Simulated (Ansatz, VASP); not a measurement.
# Two plane-wave programs on Si

The input POSCAR:

```
Si
1.0
    0.0000000000      2.7227277380      2.7227277380
    2.7227277380      0.0000000000      2.7227277380
    2.7227277380      2.7227277380      0.0000000000
Si
2
Direct
    0.5000000000      0.5000000000      0.5000000000
    0.7500000000      0.7500000000      0.7500000000
```

The input INCAR.step1:

```
SYSTEM = Si
PREC = Accurate
ENCUT = 520
ISMEAR = -1
SIGMA = 0.05
LREAL = .False.
LASPH = .True.
NELM = 80
NBANDS = 11
GGA = PE
ALGO = Normal
EDIFF = 1E-4
LWAVE = .True.
LCHARG = .False.
```

File INCAR.step2:

```
SYSTEM = Si
PREC = Accurate
ENCUT = 520
EDIFF = 1E-6
ISMEAR = -1
SIGMA = 0.05
LREAL = .False.
LASPH = .True.
NELM = 80
ALGO = Normal
ISIF = 2
LWAVE = .False.
LCHARG = .False.
METAGGA = R2SCAN
LMIXTAU = .True.
NBANDS = 11
ISTART = 1
```

The input KPOINTS:

```
regular mesh
0
Gamma
  9 9 9
  0 0 0
```

Input for Ansatz:

```yaml
crystal:
  lattice:
    - [0.0, 2.722727738, 2.722727738]
    - [2.722727738, 0.0, 2.722727738]
    - [2.722727738, 2.722727738, 0.0]
  atoms:
    - { symbol: Si, position: [0.5, 0.5, 0.5] }
    - { symbol: Si, position: [0.75, 0.75, 0.75] }
hamiltonian:
  xc: r2scan
  pseudopotentials:
    kind: paw
    azcp:
      Si: "pseudopotentials/Si.paw.azcp"
basis:
  ecutwfc: 500
  fft_grid_basis: typed
kpoints:
  mp_grid: { grid: [9, 9, 9], shift: [0, 0, 0] }
magnetization:
  spin_polarized: false
scf:
  occupations: { method: fermi_dirac, width: 0.05 }
  lower_state_search: "off"
output:
  stress: true
  write_density: true
  write_potential: true
  elf: true
  volumetric_format: npy
```

Alike in both runs: task single point; functional r2SCAN; k mesh 9 × 9 × 9; occupations fermi-dirac, width 0.05 eV; no spin polarisation.

|  | VASP | Ansatz |
| --- | --- | --- |
| version | VASP 6.6.1 | Ansatz 0.2.0 |
| potentials or method | VASP PAW PBE potentials, release 64 (Si), cutoff 520 eV | plane waves (500 eV) with PAW, scalar-relativistic |
| valence electrons in the cell | 8 | 8 |

```tsv
	VASP	Ansatz	Ansatz less VASP
pressure (GPa)	-0.3	-0.1	+0.24
```

VASP's potentials were made for PBE, not for r2SCAN. With one functional, cell and mesh, what is left measures potentials, basis and numerics.
